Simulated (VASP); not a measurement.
# SiC (Cmc2_1) in VASP: single point with PBE

Aim: the single point of SiC with PBE.

Everything below comes from runs of VASP 6.6.1. Logs are shortened: lines on timing, memory, paths and dates and some standing lists are left out, and cuts for length are marked.

### 1 The cell of the first run

The typed cell holds 12 atoms: a = 3.080 Å, b = 3.080 Å, c = 15.122 Å, α = 90.00°, β = 90.00°, γ = 120.04°.

### 2 Single point, PBE

File INCAR:

```
ALGO = Normal
EDIFF = 1E-6
ENCUT = 520
GGA = PE
ISIF = 2
ISMEAR = -1
LASPH = True
LCHARG = False
LREAL = False
LWAVE = False
NBANDS = 36
NELM = 100
PREC = Accurate
SIGMA = 0.02
```

File KPOINTS:

```
k-points
0
Gamma
  10 10 2
```

File POSCAR:

```
SiC
1.0
    1.5389000000     -2.6675000000      0.0000000000
    1.5389000000      2.6675000000      0.0000000000
    0.0000000000      0.0000000000     15.1219000000
Si C
6 6
Direct
    0.1666620619      0.8333379381      0.8577214520
    0.8333379381      0.1666620619      0.3577214520
    0.5001149267      0.4998850733      0.5245066742
    0.4998850733      0.5001149267      0.0245066742
    0.8334420064      0.1665579936      0.6912249935
    0.1665579936      0.8334420064      0.1912249935
    0.5001800042      0.4998199958      0.6498136389
    0.4998199958      0.5001800042      0.1498136389
    0.1666200928      0.8333799072      0.9826819951
    0.8333799072      0.1666200928      0.4826819951
    0.8333969738      0.1666030262      0.8161912463
    0.1666030262      0.8333969738      0.3161912463
```

Potentials or basis: VASP PAW PBE potentials, release 64 (Si, C).

Command:

```sh
$ cat potpaw_PBE.64/Si/POTCAR potpaw_PBE.64/C/POTCAR > POTCAR
$ mpirun -np 1 vasp_std > vasp.out
```

OUTCAR:

```text
EDIFF = 1E-6
   ENCUT = 520
   GGA = PE
   ISIF = 2
   ISMEAR = -1
   LASPH = True
   LREAL = False
   NELM = 100
   PREC = Accurate

 ion  position               nearest neighbor table
   1  0.167  0.833  0.858-  11 1.89  11 1.89  11 1.89   9 1.89   5 3.08   5 3.08   5 3.08   4 3.09
                             4 3.09   4 3.09
   2  0.833  0.167  0.358-  12 1.89  12 1.89  12 1.89  10 1.89   6 3.08   6 3.08   6 3.08   3 3.09
                             3 3.09   3 3.09
   3  0.500  0.500  0.525-  10 1.89  10 1.89  10 1.89   7 1.89   5 3.08   5 3.08   5 3.09   2 3.09
                             2 3.09   2 3.09
   4  0.500  0.500  0.025-   9 1.89   9 1.89   9 1.89   8 1.89   6 3.08   6 3.08   6 3.09   1 3.09
                             1 3.09   1 3.09
   5  0.833  0.167  0.691-   7 1.88   7 1.88   7 1.89  11 1.89   1 3.08   1 3.08   1 3.08   3 3.08
                             3 3.08   3 3.09
   6  0.167  0.833  0.191-   8 1.88   8 1.88   8 1.89  12 1.89   2 3.08   2 3.08   2 3.08   4 3.08
                             4 3.08   4 3.09
   7  0.500  0.500  0.650-   5 1.88   5 1.88   5 1.89   3 1.89
   8  0.500  0.500  0.150-   6 1.88   6 1.88   6 1.89   4 1.89
   9  0.167  0.833  0.983-   4 1.89   4 1.89   4 1.89   1 1.89
  10  0.833  0.167  0.483-   3 1.89   3 1.89   3 1.89   2 1.89
  11  0.833  0.167  0.816-   1 1.89   1 1.89   1 1.89   5 1.89
  12  0.167  0.833  0.316-   2 1.89   2 1.89   2 1.89   6 1.89

  LATTYP: Found a base centered orthorhombic cell.
 ALAT       =     3.0778000000
 B/A-ratio  =     1.7333809864
 C/A-ratio  =     4.9132172331

  Lattice vectors:

 A1 = (   1.5389000000,  -2.6675000000,   0.0000000000)
 A2 = (   1.5389000000,   2.6675000000,   0.0000000000)
 A3 = (   0.0000000000,   0.0000000000,  15.1219000000)

Analysis of symmetry for initial positions (statically):
=====================================================================
 Subroutine PRICEL returns:
 Original cell was already a primitive cell.

 Routine SETGRP: Setting up the symmetry group for a
 base centered orthorhombic supercell.

 Subroutine GETGRP returns: Found  4 space group operations
 (whereof  2 operations were pure point group operations)
 out of a pool of  8 trial point group operations.

The static configuration has the point symmetry C_1h.
 The point group associated with its full space group is C_2v.

Analysis of symmetry for dynamics (positions and initial velocities):
=====================================================================
 Subroutine PRICEL returns:
 Original cell was already a primitive cell.

 Routine SETGRP: Setting up the symmetry group for a
 base centered orthorhombic supercell.

 Subroutine GETGRP returns: Found  4 space group operations
 (whereof  2 operations were pure point group operations)
 out of a pool of  8 trial point group operations.

The dynamic configuration has the point symmetry C_1h.
 The point group associated with its full space group is C_2v.

 Subroutine INISYM returns: Found  4 space group operations
 (whereof  2 operations are pure point group operations),
 and found     1 'primitive' translations

----------------------------------------------------------------------------------------

                                     Primitive cell

  volume of cell :     124.1513

  direct lattice vectors                    reciprocal lattice vectors
     1.538900000 -2.667500000  0.000000000     0.324907401 -0.187441425  0.000000000
     1.538900000  2.667500000  0.000000000     0.324907401  0.187441425  0.000000000
     0.000000000  0.000000000 15.121900000     0.000000000  0.000000000  0.066129256

  length of vectors
     3.079572935  3.079572935 15.121900000     0.375098796  0.375098796  0.066129256

  position of ions in fractional coordinates (direct lattice)
     0.166662062  0.833337938  0.857721452
     0.833337938  0.166662062  0.357721452
     0.500114927  0.499885073  0.524506674
     0.499885073  0.500114927  0.024506674
     0.833442006  0.166557994  0.691224994
     0.166557994  0.833442006  0.191224994
     0.500180004  0.499819996  0.649813639
     0.499819996  0.500180004  0.149813639
     0.166620093  0.833379907  0.982681995
     0.833379907  0.166620093  0.482681995
     0.833396974  0.166603026  0.816191246
     0.166603026  0.833396974  0.316191246

  ion indices of the primitive-cell ions
   primitive index   ion index
                 1           1
                 2           2
                 3           3
                 4           4
                 5           5
                 6           6
                 7           7
                 8           8
                 9           9
                10          10
                11          11
                12          12

----------------------------------------------------------------------------------------

 KPOINTS: k-points

Automatic generation of k-mesh.
 Grid dimensions read from file:
 generate k-points for:   10   10    2

 Generating k-lattice:

  Cartesian coordinates                     Fractional coordinates (reciprocal lattice)
     0.032490740 -0.018744142  0.000000000     0.100000000  0.000000000  0.000000000
     0.032490740  0.018744142  0.000000000     0.000000000  0.100000000  0.000000000
     0.000000000  0.000000000  0.033064628     0.000000000  0.000000000  0.500000000

  Length of vectors
     0.037509880  0.037509880  0.033064628

  Shift w.r.t. Gamma in fractional coordinates (k-lattice)
     0.000000000  0.000000000  0.000000000

 Subroutine IBZKPT returns following result:
 ===========================================

 Found     62 irreducible k-points:

 Following reciprocal coordinates:
            Coordinates               Weight
  0.000000  0.000000  0.000000      1.000000
  0.100000  0.000000  0.000000      4.000000
  0.200000  0.000000  0.000000      4.000000
  0.300000  0.000000  0.000000      4.000000
  0.400000  0.000000  0.000000      4.000000
  0.500000  0.000000  0.000000      2.000000
[... 16 lines left out ...]
  0.300000  0.300000  0.000000      2.000000
  0.400000  0.300000  0.000000      4.000000
 [... further k-points ...]
   k-points           NKPTS =     62   k-points in BZ     NKDIM =     62   number of bands    NBANDS=     36
   number of dos      NEDOS =    301   number of ions     NIONS =     12
   total plane-waves  NPLWV =  64512
   dimension x,y,z NGX =    24 NGY =   24 NGZ =  112
   dimension x,y,z NGXF=    48 NGYF=   48 NGZF=  224
   ions per type =               6   6
   NGX,Y,Z   is equivalent  to a cutoff of  12.96, 12.96, 12.31 a.u.
   NGXF,Y,Z  is equivalent  to a cutoff of  25.91, 25.91, 24.63 a.u.
 SYSTEM =  unknown system
   PREC   = accura    normal or accurate (medium, high low for compatibility)
   ISTART =      0    job   : 0-new  1-cont  2-samecut
   ICHARG =      2    charge: 1-file 2-atom 10-const
   ISPIN  =      1    spin polarized calculation?
   LNONCOLLINEAR =      F non collinear calculations
   LSORBIT =      F    spin-orbit coupling
   LASPH  =      T    aspherical Exc in radial PAW
   ENCUT  =  520.0 eV  38.22 Ry    6.18 a.u.   5.73  5.73 28.12*2*pi/ulx,y,z
   NELM   =    100;   NELMIN=  2; NELMDL= -5     # of ELM steps
   EDIFF  = 0.1E-05   stopping-criterion for ELM
   LREAL  =      F    real-space projection
   EDIFFG = 0.1E-04   stopping-criterion for IOM
   NSW    =      0    number of steps for IOM
   IBRION =     -1    ionic relax: 0-MD 1-quasi-New 2-CG
   NFREE  =      0    steps in history (QN), initial steepest desc. (CG)
   ISIF   =      2    stress and relaxation
   ISYM   =      2    0-nonsym 1-usesym 2-fastsym
   POTIM  = 0.5000    time-step for ionic-motion
   TEBEG  =    0.0;   TEEND  =   0.0 temperature during run
   PSTRESS=    0.0 pullay stress
   NELECT =      48.0000    total number of electrons
   NUPDOWN=      -1.0000    fix difference up-down
   EMIN   =  10.00;   EMAX   =-10.00  energy-range for DOS
   EFERMI =   0.00;   METHOD = LEGACY
   ISMEAR =    -1;   SIGMA  =   0.02  broadening in eV -4-tet -1-fermi 0-gaus
   EFERMI_NEDOS =   21; number of points for ismear=-14 and -15
   IALGO  =     38    algorithm
   IMIX   =      4    mixing-type and parameters
     AMIX     =   0.40;   BMIX     =  1.00
     AMIX_MAG =   1.60;   BMIX_MAG =  1.00
  volume/ion in A,a.u.               =      10.35        69.82
  Fermi-wavevector in a.u.,A,eV,Ry     =   1.192628  2.253739 19.352390  1.422361
  Thomas-Fermi vector in A             =   2.328661
   LORBIT       =      0    0 simple, 1 ext, 2 COOP (PROOUT), +10 PAW based schemes
   GGA     = PE    functional components
   LHFCALC =     F    Hartree Fock is set to
   AEXX    =    0.0000 exact exchange contribution
   IVDW    =     0    specifies the selected vdW correction
   LEPSILON=     F    determine dielectric tensor
   LRPA    =     F    only Hartree local field effects (RPA)
 non-spin polarized calculation
  energy-cutoff  :      520.00
  volume of cell :      124.15
 maximum number of plane-waves:      3363
   NGX = 11   NGY = 11   NGZ = 57

 number of electron      48.0000000 magnetization

 Free energy of the ion-electron system (eV)
  ---------------------------------------------------
  ext. energy  EPLUGINS =         0.00000000
  ---------------------------------------------------
  free energy    TOTEN  =       -90.35514533 eV

  energy without entropy =      -90.35514533  energy(sigma->0) =      -90.35514533

 E-fermi :   8.5908     XC(G=0): -11.3545

 val. band max:        8.1590172590   @ k =   0.0000   0.0000   0.0000
 cond. band min:      10.1754994260   @ k =   0.5000   0.0000   0.0000
 fundamental gap:      2.0164821671
 Fermi energy:         8.5908059358

 k-point     1 :       0.0000    0.0000    0.0000
  band No.  band energies     occupation
      1      -7.3034      2.00000
      2      -6.7826      2.00000
      3      -6.7471      2.00000
      4      -5.2550      2.00000
      5      -5.2268      2.00000
      6      -3.7439      2.00000
[... 28 lines left out ...]
     35      15.5061      0.00000
     36      15.6093      0.00000

 k-point     2 :       0.1000    0.0000    0.0000
  band No.  band energies     occupation
      1      -7.1296      2.00000
      2      -6.6114      2.00000
      3      -6.5754      2.00000
      4      -5.0924      2.00000
      5      -5.0639      2.00000
      6      -3.5979      2.00000
[... 28 lines left out ...]
     35      15.5800      0.00000
     36      15.6669      0.00000

 k-point     3 :       0.2000    0.0000    0.0000
  band No.  band energies     occupation
      1      -6.6147      2.00000
      2      -6.1054      2.00000
      3      -6.0672      2.00000
      4      -4.6162      2.00000
      5      -4.5867      2.00000
      6      -3.1805      2.00000
[... 28 lines left out ...]
     35      16.0448      0.00000
     36      16.3642      0.00000
[... 742 lines left out ...]
 k-point    23 :       0.3000    0.3000    0.0000
  band No.  band energies     occupation
      1      -3.2632      2.00000
      2      -3.0165      2.00000
      3      -2.9342      2.00000
      4      -2.5046      2.00000
      5      -2.4693      2.00000
      6      -2.3436      2.00000
[... 28 lines left out ...]
     35      16.9980      0.00000
     36      17.4121      0.00000

 k-point    24 :       0.4000    0.3000    0.0000
  band No.  band energies     occupation
      1      -3.2667      2.00000
      2      -3.0193      2.00000
      3      -2.9369      2.00000
      4      -2.5048      2.00000
      5      -2.4700      2.00000
      6      -2.3428      2.00000
[... 28 lines left out ...]
     35      17.0081      0.00000
     36      17.4132      0.00000

 [... further k-points ...]

------------------------ aborting loop because EDIFF is reached ----------------------------------------

  FORCE on cell =-STRESS in cart. coord.  units (eV):
  Direction    XX          YY          ZZ          XY          YZ          ZX
  --------------------------------------------------------------------------------------
  -------------------------------------------------------------------------------------
  Total        2.6852980      2.4547110      2.1963698      0.0000000      0.0000000      0.0000000
  in kB       34.6538820     31.6781470     28.3442433      0.0000000      0.0000000      0.0000000
  external PRESSURE =      31.5587574 kB  Pullay stress =       0.0000000 kB

 VOLUME and BASIS-vectors are now :
 -----------------------------------------------------------------------------
  energy-cutoff  :      520.00
  volume of cell :      124.15
      direct lattice vectors                 reciprocal lattice vectors
     1.538900000 -2.667500000  0.000000000     0.324907401 -0.187441425  0.000000000
     1.538900000  2.667500000  0.000000000     0.324907401  0.187441425  0.000000000
     0.000000000  0.000000000 15.121900000     0.000000000  0.000000000  0.066129256

 POSITION                                       TOTAL-FORCE (eV/Angst)
 -----------------------------------------------------------------------------------
      1.53890      1.77836     12.97038         0.000000     -0.000018      0.000729
      1.53890     -1.77836      5.40943         0.000000      0.000018      0.000729
      1.53890     -0.00061      7.93154         0.000000     -0.000179     -0.001760
      1.53890      0.00061      0.37059         0.000000      0.000179     -0.001760
      1.53890     -1.77891     10.45264         0.000000     -0.000025      0.001545
      1.53890      1.77891      2.89169         0.000000      0.000025      0.001545
      1.53890     -0.00096      9.82642         0.000000     -0.000009      0.000474
      1.53890      0.00096      2.26547         0.000000      0.000009      0.000474
      1.53890      1.77858     14.86002         0.000000      0.000080     -0.000476
      1.53890     -1.77858      7.29907         0.000000     -0.000080     -0.000476
      1.53890     -1.77867     12.34236         0.000000     -0.000020     -0.000512
      1.53890      1.77867      4.78141         0.000000      0.000020     -0.000512
 -----------------------------------------------------------------------------------
    total drift:                               -0.000000     -0.000000     -0.000031

  FREE ENERGIE OF THE ION-ELECTRON SYSTEM (eV)
  ---------------------------------------------------
  free  energy   TOTEN  =       -90.3551453337 eV

  energy  without entropy=      -90.3551453337  energy(sigma->0) =      -90.35514533
```

Run time: 3 min. Hardware: 1 thread of Oxide Virtual Turin-like, shared host; peak memory 0.32 GiB.

What came out:

| Item | Value |
| --- | --- |
| Free energy | -90.3551 eV |
| Pressure | 3.2 GPa |
| Band gap on the k mesh | 2.02 eV (least direct gap 3.12 eV) |

Stress tensor (GPa, compression positive):
```
3.47 0.00 0.00
0.00 3.17 0.00
0.00 0.00 2.83
```

Levels at points of the mesh, in eV from the valence-band top:
```
           k point  band 20  band 21  band 22  band 23  band 24  band 25  band 26  band 27  band 28  band 29
(0.00, 0.00, 0.00)    -0.31    -0.30    -0.05    -0.01     0.00     5.19     5.36     5.77     6.28     6.29
(0.50, 0.00, 0.00)    -2.27    -1.82    -1.79    -1.67    -1.11     2.02     2.21     3.21     3.88     4.58
(0.50, 0.50, 0.00)    -2.27    -1.81    -1.78    -1.67    -1.10     2.02     2.22     3.22     3.89     4.59
(0.00, 0.00, 0.50)    -0.63    -0.10    -0.10    -0.10    -0.10     5.25     5.25     6.00     6.00     6.66
(0.50, 0.00, 0.50)    -2.36    -1.72    -1.72    -1.31    -1.31     2.06     2.06     3.43     3.43     4.81
(0.50, 0.50, 0.50)    -2.35    -1.73    -1.73    -1.30    -1.30     2.07     2.07     3.44     3.44     4.82
```

Caveat: the cell stands under pressure.
